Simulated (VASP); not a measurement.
Input of a VASP 6.6.1 run:

The input INCAR:

```
PREC     = Accurate       # precision mode
ENCUT    = 520            # plane-wave cutoff, eV
EDIFF    = 1E-6           # SCF threshold, eV
ISMEAR   = 0              # smearing method
SIGMA    = 0.15           # smearing width, eV
LREAL    = F              # projectors in reciprocal space
LASPH    = T              # aspherical terms in the spheres
NELM     = 100            # most SCF steps
ALGO     = Fast           # electronic algorithm
ISIF     = 2              # what is computed and relaxed
LWAVE    = F              # write WAVECAR
LCHARG   = T              # write CHGCAR
LELF     = T              # ELF
LVHAR    = T            
NBANDS   = 27             # bands
```

File KPOINTS:

```
Automatic mesh
0
Gamma
  12 12 12
```

Contents of POSCAR:

```
TiAl2
1.0
    1.9226230387     -5.9449569841      0.0000000000
    1.9226230387      5.9449569841      0.0000000000
    0.0000000000      0.0000000000      4.1273286310
Ti Al
2 4
Direct
    0.6560576955      0.3439423045      0.0000000000
    0.3439423045      0.6560576955      0.0000000000
    0.0000000000      0.0000000000      0.0000000000
    0.8269820961      0.1730179039      0.5000000000
    0.1730179039      0.8269820961      0.5000000000
    0.5000000000      0.5000000000      0.5000000000
```

Potentials or basis: VASP PAW LDA potentials, release 64 (Ti_sv, Al).

Command:

```bash
$ cat potpaw_LDA.64/Ti_sv/POTCAR potpaw_LDA.64/Al/POTCAR > POTCAR
$ mpirun -np 1 vasp_std > vasp.out
```

Question: Predict the pressure.

Answer: -3.9 GPa.

Question: Estimate the largest force.

Answer: 0.166 eV/Å.

Question: Estimate the band gap on the k mesh.

Answer: Zero (bands 18 and 19 overlap by 1.23 eV).

Stress tensor (GPa, compression positive):
```
-1.72  0.00  0.00
 0.00 -1.37  0.00
 0.00  0.00 -8.72
```

Caveat: the cell stands under tension.
